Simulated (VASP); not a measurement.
Input of a VASP 6.6.1 run:

The input INCAR:

```
ALGO     = Normal         # electronic algorithm
EDIFF    = 1E-8           # SCF threshold, eV
ENCUT    = 520            # plane-wave cutoff, eV
GGA      = PS             # functional
ISIF     = 2              # what is computed and relaxed
ISMEAR   = -1             # smearing method
LASPH    = T              # aspherical terms in the spheres
LCHARG   = F              # write CHGCAR
LEFG     = T            
LREAL    = F              # projectors in reciprocal space
LWAVE    = F              # write WAVECAR
NBANDS   = 16             # bands
NELM     = 60             # most SCF steps
PREC     = Accurate       # precision mode
SIGMA    = 0.08           # smearing width, eV
```

Contents of KPOINTS:

```
k-points
0
Gamma
  15 15 13
```

Contents of POSCAR:

```
TiB2
1.0
    2.9383222556      0.0000000000      0.0000000000
   -1.4691611278      2.5446617178      0.0000000000
    0.0000000000      0.0000000000      3.2284000000
Ti B
1 2
Direct
    0.0000000000      0.0000000000      0.0000000000
    0.3333333333      0.6666666667      0.5000000000
    0.6666666667      0.3333333333      0.5000000000
```

Potentials or basis: VASP PAW PBE potentials, release 64 (Ti_sv, B).

Run with:

```bash
$ cat potpaw_PBE.64/Ti_sv/POTCAR potpaw_PBE.64/B/POTCAR > POTCAR
$ mpirun -np 1 vasp_std > vasp.out
```

Q: Estimate the pressure.

A: 13.6 GPa.

Q: Predict the band gap on the k mesh.

A: Zero (band 9 reaches 11.08 eV, above the bottom of band 10 at 10.47 eV).

Stress tensor (GPa, compression positive):
```
20.51  0.00  0.00
 0.00 20.51  0.00
 0.00  0.00 -0.29
```

Caveat: the cell differs from its parent crystal (equal xx and yy strain of -3 %); without QUAD_EFG the Cq values of the log hold for a quadrupole moment of 1 mb, not for the nuclei; the PAW data sets were made with another functional, which shifts forces and pressure a little.
